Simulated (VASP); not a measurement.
A run of VASP 6.6.1:

Contents of INCAR:

```
ALGO     = Normal         # electronic algorithm
EDIFF    = 1E-6           # SCF threshold, eV
ENCUT    = 520            # plane-wave cutoff, eV
GGA      = PE             # functional
ISIF     = 2              # what is computed and relaxed
ISMEAR   = -1             # smearing method
ISPIN    = 2              # spin polarisation
LASPH    = T              # aspherical terms in the spheres
LCHARG   = F              # write CHGCAR
LMAXMIX  = 4              # l up to which the mixer works
LORBIT   = 11             # projections on sites
LREAL    = F              # projectors in reciprocal space
LWAVE    = F              # write WAVECAR
MAGMOM   = 2              # initial moments
NBANDS   = 16             # bands
NELM     = 150            # most SCF steps
PREC     = Accurate       # precision mode
SIGMA    = 0.05           # smearing width, eV
```

Contents of KPOINTS:

```
k-points
0
Gamma
  11 11 11
```

POSCAR

```
V
1.0
   -1.5136500000      1.5136500000      1.5136500000
    1.5136500000     -1.5136500000      1.5136500000
    1.5136500000      1.5136500000     -1.5136500000
V
1
Direct
    0.0000000000      0.0000000000      0.0000000000
```

Potentials or basis: VASP PAW PBE potentials, release 64 (V_sv).

Launch:

```sh
$ cat potpaw_PBE.64/V_sv/POTCAR > POTCAR
$ mpirun -np 1 vasp_std > vasp.out
```

Hardware: 1 thread of Intel Xeon 6975P-C, on a shared host.

Problem. Estimate the wall time of this run.

Solution. It took 16 s on 1 thread of Intel Xeon 6975P-C, on a shared host, peak memory 0.14 GiB. Counts: scf iterations 13, k points 56.
